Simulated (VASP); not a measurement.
# In2SbN3 (P4/mmm) in VASP: single point with PBE

Aim: the single point of In2SbN3 with PBE.

Everything below comes from runs of VASP 6.6.1. Logs are shortened: lines on timing, memory, paths and dates and some standing lists are left out, and cuts for length are marked.

**1. The cell of the first run**

The structure is tetragonal, space group P4/mmm (No. 123). Conventional cell: a = 5.548 Å, b = 5.548 Å, c = 4.455 Å, α = 90.00°, β = 90.00°, γ = 90.00°. In (site symmetry mmm) has 6 N at 2.77 to 3.24 Å and 4 Sb at 3.56 Å within 3.7 Å. Within 2.9 Å of Sb (site symmetry 4/mmm) lie 2 N at 2.23 Å. N (site symmetry 4mm) has 1 N at 1.12 Å within 1.5 Å. N (site symmetry 4/mmm) has 2 Sb at 2.23 Å and 4 In at 2.77 Å within 2.9 Å.

The cell was generated, and may not be a known phase.

**2. Single point, PBE**

Contents of INCAR:

```
  ALGO = Normal
  EDIFF = 1E-6
  ENCUT = 1330
  GGA = PE
  GGA_COMPAT = F
  ISIF = 2
  ISMEAR = 0
  LASPH = T
  LCHARG = T
  LELF = T
  LREAL = F
  LVHAR = T
  LWAVE = F
  NBANDS = 37
  NELM = 120
  PREC = Accurate
  SIGMA = 0.15
```

Contents of KPOINTS:

```
k-points
0
Gamma
  2 2 3
```

Contents of POSCAR:

```
In2SbN3
1.0
    5.5482365185      0.0000000000      0.0000000000
    0.0000000000      5.5482365185      0.0000000000
    0.0000000000      0.0000000000      4.4549194141
In Sb N
2 1 3
Direct
    0.0000000000      0.5000000000      0.5000000000
    0.5000000000      0.0000000000      0.5000000000
    0.0000000000      0.0000000000      0.0000000000
    0.5000000000      0.5000000000      0.1261827077
    0.5000000000      0.5000000000      0.8738172923
    0.0000000000      0.0000000000      0.5000000000
```

Potentials or basis: VASP PAW PBE potentials, release 64 (In_d, Sb_d_GW, N_h).

Launch:

```sh
> cat potpaw_PBE.64/In_d/POTCAR potpaw_PBE.64/Sb_d_GW/POTCAR potpaw_PBE.64/N_h/POTCAR > POTCAR
> mpirun -np 1 vasp_std > vasp.out
```

OUTCAR:

```text
EDIFF = 1E-6
   ENCUT = 1330
   GGA = PE
   ISIF = 2
   ISMEAR = 0
   LASPH = T
   LREAL = F
   NELM = 120
   PREC = Accurate

 ion  position               nearest neighbor table
   1  0.000  0.500  0.500-   6 2.77   6 2.77   3 3.56   3 3.56   3 3.56   3 3.56   2 3.92   2 3.92
                             2 3.92   2 3.92
   2  0.500  0.000  0.500-   6 2.77   6 2.77   3 3.56   3 3.56   3 3.56   3 3.56   1 3.92   1 3.92
                             1 3.92   1 3.92
   3  0.000  0.000  0.000-   6 2.23   6 2.23   1 3.56   1 3.56   2 3.56   2 3.56   1 3.56   1 3.56
                             2 3.56   2 3.56
   4  0.500  0.500  0.126-   5 1.12
   5  0.500  0.500  0.874-   4 1.12
   6  0.000  0.000  0.500-   3 2.23   3 2.23   1 2.77   2 2.77   1 2.77   2 2.77

  LATTYP: Found a simple tetragonal cell.
 ALAT       =     5.5482365185
 C/A-ratio  =     0.8029433135

  Lattice vectors:

 A1 = (   5.5482365185,   0.0000000000,   0.0000000000)
 A2 = (   0.0000000000,   5.5482365185,   0.0000000000)
 A3 = (   0.0000000000,   0.0000000000,   4.4549194141)

Analysis of symmetry for initial positions (statically):
=====================================================================
 Subroutine PRICEL returns:
 Original cell was already a primitive cell.

 Routine SETGRP: Setting up the symmetry group for a
 simple tetragonal supercell.

 Subroutine GETGRP returns: Found 16 space group operations
 (whereof 16 operations were pure point group operations)
 out of a pool of 16 trial point group operations.

The static configuration has the point symmetry D_4h.

Analysis of symmetry for dynamics (positions and initial velocities):
=====================================================================
 Subroutine PRICEL returns:
 Original cell was already a primitive cell.

 Routine SETGRP: Setting up the symmetry group for a
 simple tetragonal supercell.

 Subroutine GETGRP returns: Found 16 space group operations
 (whereof 16 operations were pure point group operations)
 out of a pool of 16 trial point group operations.

The dynamic configuration has the point symmetry D_4h.

 Subroutine INISYM returns: Found 16 space group operations
 (whereof 16 operations are pure point group operations),
 and found     1 'primitive' translations

[... 81 lines left out ...]
   ENCUT  = 1330.0 eV  97.75 Ry    9.89 a.u.  16.50 16.50 13.25*2*pi/ulx,y,z
   NELM   =    120;   NELMIN=  2; NELMDL= -5     # of ELM steps
   EDIFF  = 0.1E-05   stopping-criterion for ELM
   LREAL  =      F    real-space projection
   EDIFFG = 0.1E-04   stopping-criterion for IOM
   NSW    =      0    number of steps for IOM
   IBRION =     -1    ionic relax: 0-MD 1-quasi-New 2-CG
   NFREE  =      0    steps in history (QN), initial steepest desc. (CG)
   ISIF   =      2    stress and relaxation
   ISYM   =      2    0-nonsym 1-usesym 2-fastsym
   POTIM  = 0.5000    time-step for ionic-motion
   TEBEG  =    0.0;   TEEND  =   0.0 temperature during run
   PSTRESS=    0.0 pullay stress
   NELECT =      56.0000    total number of electrons
   NUPDOWN=      -1.0000    fix difference up-down
   EMIN   =  10.00;   EMAX   =-10.00  energy-range for DOS
   EFERMI =   0.00;   METHOD = LEGACY
   ISMEAR =     0;   SIGMA  =   0.15  broadening in eV -4-tet -1-fermi 0-gaus
   EFERMI_NEDOS =   21; number of points for ismear=-14 and -15
   IALGO  =     38    algorithm
   IMIX   =      4    mixing-type and parameters
     AMIX     =   0.40;   BMIX     =  1.00
     AMIX_MAG =   1.60;   BMIX_MAG =  1.00
  volume/ion in A,a.u.               =      22.86       154.24
  Fermi-wavevector in a.u.,A,eV,Ry     =   1.214565  2.295196 20.070895  1.475169
  Thomas-Fermi vector in A             =   2.349981
   LORBIT       =      0    0 simple, 1 ext, 2 COOP (PROOUT), +10 PAW based schemes
   GGA     = PE    functional components
   LHFCALC =     F    Hartree Fock is set to
   AEXX    =    0.0000 exact exchange contribution
   IVDW    =     0    specifies the selected vdW correction
   LEPSILON=     F    determine dielectric tensor
   LRPA    =     F    only Hartree local field effects (RPA)
 non-spin polarized calculation
 Gauss-broadening in eV      SIGMA  =   0.15
  energy-cutoff  :     1330.00
  volume of cell :      137.14
 maximum number of plane-waves:     15134
 NGX is ok and might be reduce to    70
   NGX = 33   NGY = 33   NGZ = 27

 number of electron      56.0000003 magnetization

 Free energy of the ion-electron system (eV)
  ---------------------------------------------------
  ext. energy  EPLUGINS =         0.00000000
  ---------------------------------------------------
  free energy    TOTEN  =       -30.04057886 eV

  energy without entropy =      -29.92974497  energy(sigma->0) =      -29.98516192

 E-fermi :   4.3488     XC(G=0):  -9.1313

 val. band max:        4.2867142664   @ k =   0.5000   0.0000   0.3333
 cond. band min:       4.3899201860   @ k =   0.5000   0.0000   0.3333
 fundamental gap:      0.1032059196
 Fermi energy:         4.3488101800

 k-point     1 :       0.0000    0.0000    0.0000
  band No.  band energies     occupation
      1     -24.1929      2.00000
      2     -24.1920      2.00000
      3     -24.1886      2.00000
      4     -24.1696      2.00000
      5     -24.1696      2.00000
      6     -19.5567      2.00000
[... 229 lines left out ...]
     36       9.0381      0.00000
     37       9.5253      0.00000

------------------------ aborting loop because EDIFF is reached ----------------------------------------

  FORCE on cell =-STRESS in cart. coord.  units (eV):
  Direction    XX          YY          ZZ          XY          YZ          ZX
  --------------------------------------------------------------------------------------
  -------------------------------------------------------------------------------------
  Total        0.0618246      0.0618246      0.4768152      0.0000000      0.0000000      0.0000000
  in kB        0.7223073      0.7223073      5.5707139      0.0000000      0.0000000      0.0000000
  external PRESSURE =       2.3384428 kB  Pullay stress =       0.0000000 kB

 VOLUME and BASIS-vectors are now :
 -----------------------------------------------------------------------------
  energy-cutoff  :     1330.00
  volume of cell :      137.14
      direct lattice vectors                 reciprocal lattice vectors
     5.548236519  0.000000000  0.000000000     0.180237450  0.000000000  0.000000000
     0.000000000  5.548236519  0.000000000     0.000000000  0.180237450  0.000000000
     0.000000000  0.000000000  4.454919414     0.000000000  0.000000000  0.224470952

 POSITION                                       TOTAL-FORCE (eV/Angst)
 -----------------------------------------------------------------------------------
      0.00000      2.77412      2.22746         0.000000      0.000000     -0.000000
      2.77412      0.00000      2.22746         0.000000      0.000000     -0.000000
      0.00000      0.00000      0.00000         0.000000      0.000000     -0.000000
      2.77412      2.77412      0.56213         0.000000     -0.000000      0.075922
      2.77412      2.77412      3.89279        -0.000000      0.000000     -0.075922
      0.00000      0.00000      2.22746         0.000000      0.000000     -0.000000
 -----------------------------------------------------------------------------------
    total drift:                                0.000000     -0.000000      0.000000

  FREE ENERGIE OF THE ION-ELECTRON SYSTEM (eV)
  ---------------------------------------------------
  free  energy   TOTEN  =       -30.0405788646 eV

  energy  without entropy=      -29.9297449659  energy(sigma->0) =      -29.98516192
```

OSZICAR:

```text
N       E                     dE             d eps       ncg     rms          rms(c)
DAV:   1     0.819110286345E+03    0.81911E+03   -0.38736E+04   652   0.167E+04
DAV:   2     0.166777185368E+03   -0.65233E+03   -0.62800E+03   654   0.228E+03
DAV:   3    -0.694804096335E+01   -0.17373E+03   -0.16834E+03   752   0.407E+02
DAV:   4    -0.336206987111E+02   -0.26673E+02   -0.26180E+02   816   0.109E+02
DAV:   5    -0.345805311053E+02   -0.95983E+00   -0.94738E+00   693   0.207E+01    0.129E+01
DAV:   6    -0.322717795157E+02    0.23088E+01   -0.33069E+01   771   0.365E+01    0.135E+01
DAV:   7    -0.303281093324E+02    0.19437E+01   -0.15378E+01   638   0.162E+01    0.514E+00
DAV:   8    -0.301007780000E+02    0.22733E+00   -0.12272E+00   683   0.709E+00    0.280E+00
DAV:   9    -0.300828745026E+02    0.17903E-01   -0.94815E-01   734   0.349E+00    0.197E+00
DAV:  10    -0.300438172218E+02    0.39057E-01   -0.43454E-01   700   0.364E+00    0.130E+00
DAV:  11    -0.300594672454E+02   -0.15650E-01   -0.64268E-02   615   0.197E+00    0.122E+00
DAV:  12    -0.300439645116E+02    0.15503E-01   -0.24139E-01   718   0.146E+00    0.639E-01
DAV:  13    -0.300406609255E+02    0.33036E-02   -0.10620E-02   666   0.569E-01    0.100E-01
DAV:  14    -0.300406139699E+02    0.46956E-04   -0.16095E-03   702   0.388E-01    0.543E-02
DAV:  15    -0.300405855120E+02    0.28458E-04   -0.15560E-04   586   0.106E-01    0.311E-02
DAV:  16    -0.300405794383E+02    0.60737E-05   -0.37937E-05   564   0.450E-02    0.936E-03
DAV:  17    -0.300405788646E+02    0.57370E-06   -0.53074E-06   466   0.211E-02
   1 F= -.30040579E+02 E0= -.29985162E+02  d E =-.110834E+00
```

stdout:

```text
POSCAR found type information on POSCAR InSbN
 POSCAR found :  3 types and       6 ions
 scaLAPACK will be used
 LDA part: xc-table for (Slater+PW92), standard interpolation
 POSCAR, INCAR and KPOINTS ok, starting setup
 FFT: planning ... GRIDC
 FFT: planning ... GRID_SOFT
 FFT: planning ... GRID
 WAVECAR not read
 entering main loop
```

Run time: 3.9 min. Hardware: 1 thread of Intel Xeon Platinum 8259CL at 2.50GHz (Skylake/Cascade Lake), shared host; peak memory 0.66 GiB.

What came out:

```
Free energy            : -30.0406 eV
Pressure               : 0.2 GPa
Largest force          : 0.076 eV/Å
Band gap on the k mesh : zero (bands 28 and 29 overlap by 1.50 eV)
```

Forces in eV/Å, atoms in the order of the input:
```
In   0.000  0.000  0.000
In   0.000  0.000  0.000
Sb   0.000  0.000  0.000
N    0.000  0.000  0.076
N    0.000  0.000 -0.076
N    0.000  0.000  0.000
```

Stress tensor (GPa, compression positive):
```
0.07 0.00 0.00
0.00 0.07 0.00
0.00 0.00 0.56
```

Levels at points of the mesh, in eV from the Fermi level:
```tsv
k point	band 25	band 26	band 27	band 28	band 29	band 30
(0.00, 0.00, 0.00)	-3.80	-3.70	-3.50	1.33	1.33	1.48
(0.50, 0.00, 0.00)	-3.76	-3.66	-0.20	0.97	1.24	1.32
(0.50, 0.50, 0.00)	-4.71	-0.17	-0.17	0.81	0.81	0.83
```

Caveat: the k points lie up to 0.57 Å⁻¹ apart, too coarse for converged energies and pressures of a metal; spin-orbit coupling is left out, which moves the levels of the heavy elements.

The gap in the log of VASP goes by the Fermi energy; the results here count the filled bands.